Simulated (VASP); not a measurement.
Here is a VASP 6.6.1 calculation.

File INCAR:

```
  PREC = Accurate
  ENCUT = 600
  EDIFF = 1E-7
  ISMEAR = 0
  SIGMA = 0.1
  LREAL = False
  LASPH = True
  NELM = 80
  ALGO = Normal
  ISIF = 3
  LWAVE = False
  LCHARG = False
  GGA = PE
  IBRION = 2
  NSW = 90
  EDIFFG = -0.04
```

The input KPOINTS:

```
Automatic mesh
0
Gamma
  6 6 6
```

The input POSCAR:

```
SrB2
1.0
    5.0687760200      0.0000000000      0.0000000000
   -2.5343880100      4.3896888000      0.0000000000
    0.0000000000      0.0000000000      3.1039787200
Sr B
1 2
Direct
    0.0000000000      0.0000000000      0.0000000000
    0.6666666700      0.3333333300      0.6666666700
    0.3333333300      0.6666666700      0.3333333300
```

Potentials or basis: VASP PAW PBE potentials, release 64 (Sr_sv, B).

Command:

```sh
$ cat potpaw_PBE.64/Sr_sv/POTCAR potpaw_PBE.64/B/POTCAR > POTCAR
$ mpirun -np 1 vasp_std > vasp.out
```

**Question.** What does it give for the space group after relaxing (to 0.1 Å)?

**Answer.** P6/mmm (No. 191).

**Question.** Predict the relaxed cell.

**Answer.** a = 3.311 Å, b = 3.311 Å, c = 4.406 Å, α = 90.00°, β = 90.00°, γ = 120.00°.

**Question.** What does it give for the relaxed volume?

**Answer.** 13.94 Å³/atom.

Stress tensor (GPa, compression positive):
```
-0.02  0.00  0.00
 0.00 -0.02  0.00
 0.00  0.00  0.16
```

Caveat: the volume moved by over 15 % at a fixed basis, so the end points are rough.
